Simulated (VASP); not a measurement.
Write the native input for VASP 6.6.1 that does the following.

```yaml
Task: single point
Functional: PBE
Potentials_or_basis: VASP PAW PBE potentials, release 64 (Sr_sv, O)
Cutoff: 520 eV
k_mesh: 8 × 8 × 8
Occupations: gaussian, width 0.02 eV
Spin: no spin polarisation
Dipole_correction: no
Further_INCAR_settings: ALGO = Normal; EDIFF = 1e-07; NBANDS = 15
```

The structure of SrO lies in POSCAR:

```
SrO
1.0
    0.0000000000      2.6483148669      2.6483148669
    2.6483148669      0.0000000000      2.6483148669
    2.6483148669      2.6483148669      0.0000000000
Sr O
1 1
Direct
    0.5000000000      0.5000000000      0.5000000000
    0.0000000000      0.0000000000      0.0000000000
```

This cell differs from its parent crystal: volume scaled by 1.06.

These files were run (other wordings do the same):

INCAR

```
SYSTEM = SrO
PREC     = Accurate       ! precision mode
ENCUT    = 520            ! plane-wave cutoff, eV
EDIFF    = 1E-7           ! SCF threshold, eV
ISMEAR   = 0              ! smearing method
SIGMA    = 0.02           ! smearing width, eV
LREAL    = .FALSE.        ! projectors in reciprocal space
LASPH    = .TRUE.         ! aspherical terms in the spheres
NELM     = 100            ! most SCF steps
ALGO     = Normal         ! electronic algorithm
ISIF     = 2              ! what is computed and relaxed
LWAVE    = .FALSE.        ! write WAVECAR
LCHARG   = .FALSE.        ! write CHGCAR
GGA      = PE             ! functional
NBANDS   = 15             ! bands
```

KPOINTS

```
Automatic mesh
0
G
  8 8 8
  0 0 0
```

Potentials or basis: VASP PAW PBE potentials, release 64 (Sr_sv, O).

Launch:

```bash
$ cat potpaw_PBE.64/Sr_sv/POTCAR potpaw_PBE.64/O/POTCAR > POTCAR
$ mpirun -np 1 vasp_std > vasp.out
```

It gave:

| Item | Value |
| --- | --- |
| Pressure | -3.9 GPa |
| Band gap on the k mesh | 3.30 eV, indirect (least direct gap 3.38 eV) |

It took 11 s on 1 thread of Intel(R) Xeon(R) Platinum 8559C (Emerald Rapids), on a shared host, peak memory 0.16 GiB.
